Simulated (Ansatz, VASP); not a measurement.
One calculation of Ca, two programs

INCAR

```
PREC = Accurate ; ENCUT = 500
EDIFF = 1E-6 ; ISMEAR = 0
SIGMA = 0.1 ; LREAL = False
LASPH = True ; NELM = 120
ALGO = Normal ; ISIF = 2
LWAVE = False ; LCHARG = False
GGA = PS ; NBANDS = 11
GGA_COMPAT = False
```

Contents of KPOINTS:

```
Automatic mesh
0
Gamma
  14 14 14
```

POSCAR

```
Ca
1.0
   -2.2961916579      2.2961916579      2.3196682292
    2.2961916579     -2.2961916579      2.3196682292
    2.2961916579      2.2961916579     -2.3196682292
Ca
1
Direct
    0.5000000000      0.5000000000      0.0000000000
```

Input for Ansatz:

```yaml
crystal:
  lattice:
    - [-2.2961916579, 2.2961916579, 2.3196682292]
    - [2.2961916579, -2.2961916579, 2.3196682292]
    - [2.2961916579, 2.2961916579, -2.3196682292]
  atoms:
    - { symbol: Ca, position: [0.5, 0.5, 0.0] }
basis:
  ecutwfc: 420
kpoints:
  mp_grid: { grid: [14, 14, 14] }
hamiltonian:
  xc: pbesol
scf:
  occupations: { method: gaussian, width: 0.1 }
output:
  forces: true
  stress: true
  eigenvalues: true
```

Alike in both runs: task single point; functional PBEsol; k mesh 14 × 14 × 14; occupations gaussian, width 0.1 eV; no spin polarisation.

|  | VASP | Ansatz |
| --- | --- | --- |
| version | VASP 6.6.1 | Ansatz 0.2.0 |
| potentials or method | VASP PAW PBE potentials, release 64 (Ca_sv), cutoff 500 eV | scalar-relativistic, plane waves, PAW |
| valence electrons in the cell | 10 | 10 |

```tsv
	VASP	Ansatz	Ansatz less VASP
gap on the k mesh at the Fermi level (eV)	none	none	-
pressure (GPa)	-2.4	-2.4	0.00
```

VASP's potentials were made for PBE, not for PBEsol. A gap of «none» marks a metal or a gap that the smearing closes. The functional is the same, so the differences come from potentials, cutoffs and numerics.
